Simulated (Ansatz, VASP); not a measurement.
**One calculation of RbCl, two programs**

```
Rb Cl
1.0
     0.00000    3.34862    3.34862
     3.34862    0.00000    3.34862
     3.34862    3.34862    0.00000
Rb Cl
1 1
Direct
  0.00000 0.00000 0.00000
  0.50000 0.50000 0.50000
```

Alike in both runs: functional PBE; k mesh 6 × 6 × 6; occupations gaussian, width 0.02 eV; no spin polarisation.

Ansatz relaxed the structure, and its values are those at the end. VASP's run is a single point on that final structure, the one shown.

|  | VASP | Ansatz |
| --- | --- | --- |
| version | VASP 6.6.1 | Ansatz 0.2.0 |
| potentials or method | VASP PAW PBE potentials, release 64 (Rb_sv, Cl), cutoff 500 eV | scalar-relativistic, plane waves, PAW |
| valence electrons in the cell | 16 | 16 |

```tsv
	VASP	Ansatz	Ansatz less VASP
gap on the k mesh at the Fermi level (eV)	4.83	4.84	+0.003
least direct gap on the mesh (eV)	4.83	4.84	+0.003
pressure (GPa)	0.0	0.0	+0.01
```
